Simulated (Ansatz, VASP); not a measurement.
**CsH in VASP and in Ansatz**

```
Cs H
1.0
     0.00000    2.93296    3.18800
     2.93296    0.00000    3.18800
     2.93296    2.93296    0.00000
Cs H
1 1
Cartesian
  0.0000 0.0000 0.0000
  2.9330 2.9330 3.1880
```

Change from the starting cell: strain -0.080 along x and y, +0.000 along z, atoms carried along.

Alike in both runs: task single point; functional LDA; k mesh 8 × 8 × 8; occupations gaussian, width 0.05 eV; no spin polarisation.

|  | VASP | Ansatz |
| --- | --- | --- |
| version | VASP 6.6.1 | Ansatz 0.2.0 |
| potentials or method | VASP PAW LDA potentials, release 64 (Cs_sv, H), cutoff 520 eV | scalar-relativistic, plane waves, PAW |
| valence electrons in the cell | 10 | 10 |

Ansatz gave:

| Item | Value |
| --- | --- |
| gap on the k mesh at the Fermi level (eV) | 1.64 |
| least direct gap on the mesh (eV) | 1.64 |
| pressure (GPa) | 0.7 |
| traceless stress, the component that is largest in VASP (GPa) | -1.83 |

Q: What did VASP give for the same quantities?

A: gap on the k mesh at the Fermi level (eV): 1.61; least direct gap on the mesh (eV): 1.61; pressure (GPa): 0.7; traceless stress, the component that is largest in VASP (GPa): -1.88.

LDA's correlation is that of Perdew and Zunger in VASP and of Perdew and Wang (1992) in Ansatz.

Neither program's run includes spin-orbit coupling.
